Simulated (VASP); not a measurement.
The system is Ga2O3.

```
CELL_PARAMETERS angstrom
2.52878 1.45999 4.54094
-2.52878 1.45999 4.54094
0.00000 -2.91998 4.54094
ATOMIC_POSITIONS crystal
Ga 0.35584 0.35584 0.35584
Ga 0.14416 0.14416 0.14416
Ga 0.64416 0.64416 0.64416
Ga 0.85584 0.85584 0.85584
O 0.55313 0.94687 0.25000
O 0.25000 0.55313 0.94687
O 0.94687 0.25000 0.55313
O 0.44687 0.05313 0.75000
O 0.75000 0.44687 0.05313
O 0.05313 0.75000 0.44687
```

* Program: VASP 6.6.1
* Task: relaxation of cell and atoms
* Functional: PBEsol
* Potentials or basis: VASP PAW PBE potentials, release 64 (Ga_d, O)
* Cutoff: 600 eV
* k mesh: 6 × 6 × 6
* Occupations: fermi-dirac, width 0.02 eV
* Spin: no spin polarisation

At the start: pressure -6.9 GPa; volume 10.06 Å³/atom.

**Question.** Where does the relaxation end?

**Answer.** Over 9 steps the energy falls by 7.5 meV/atom and the volume is 9.72 Å³/atom (-3.3 %); space group R-3c (No. 167, to 0.1 Å) before and after.

The path:
```tsv
step	energy change (eV)	largest force (eV/Å)	pressure (GPa)	volume (Å³)
1	0.0000	0.0270	-6.90	100.59
2	-0.0149	0.0053	6.92	94.42
3	-0.0745	0.0116	-0.04	97.26
4	-0.0745	0.0112	0.11	97.19
5	-0.0748	0.0101	0.12	97.17
6	-0.0748	0.0146	0.11	97.17
7	-0.0749	0.0071	-0.08	97.26
8	-0.0749	0.0082	-0.04	97.24
9	-0.0749	0.0023	-0.01	97.23
```

Final structure:
```
CELL_PARAMETERS angstrom
2.50174 1.44438 4.48450
-2.50174 1.44438 4.48450
0.00000 -2.88876 4.48450
ATOMIC_POSITIONS crystal
Ga 0.35587 0.35587 0.35587
Ga 0.14413 0.14413 0.14413
Ga 0.64413 0.64413 0.64413
Ga 0.85587 0.85587 0.85587
O 0.55287 0.94713 0.25000
O 0.25000 0.55287 0.94713
O 0.94713 0.25000 0.55287
O 0.44713 0.05287 0.75000
O 0.75000 0.44713 0.05287
O 0.05287 0.75000 0.44713
```

Caveat: the PAW data sets were made with another functional, which shifts forces and pressure a little.
